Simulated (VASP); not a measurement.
Crystal: Ni.

```
Ni
1.0
    -1.44891    1.44891    1.25055
     1.44891   -1.44891    1.25055
     1.44891    1.44891   -1.25055
Ni
1
Direct
  0.00000 0.00000 0.00000
```

Base run:

```yaml
Program: VASP 6.6.1
Functional: PBEsol
Potentials_or_basis: VASP PAW PBE potentials, release 64 (Ni_sv_GW)
Cutoff: 590 eV
k_mesh: 10 × 10 × 10
Occupations: gaussian, width 0.1 eV
Spin: collinear spin, ferromagnetic start
Starting_moments: "[0.45] μB"
```

Its results: pressure -4.2 GPa; net moment 0.65 μB per cell; site moments Ni +0.68 μB.

The run is repeated on the same cell with these changes: potentials or basis from VASP PAW PBE potentials, release 64 (Ni_sv_GW) to VASP PAW PBE potentials, release 64 (Ni); cutoff from 590 eV to 520 eV; further incar settings from ALGO = Normal; EDIFF = 1e-06; NBANDS = 19 to ALGO = Normal; EDIFF = 1e-07; NBANDS = 15; valence electrons from 18 to 10. What comes out?

Pressure 0.0 GPa; net moment 0.64 μB per cell; site moments Ni +0.65 μB.

Caveats: the PAW data sets were made with another functional, which shifts forces and pressure a little.
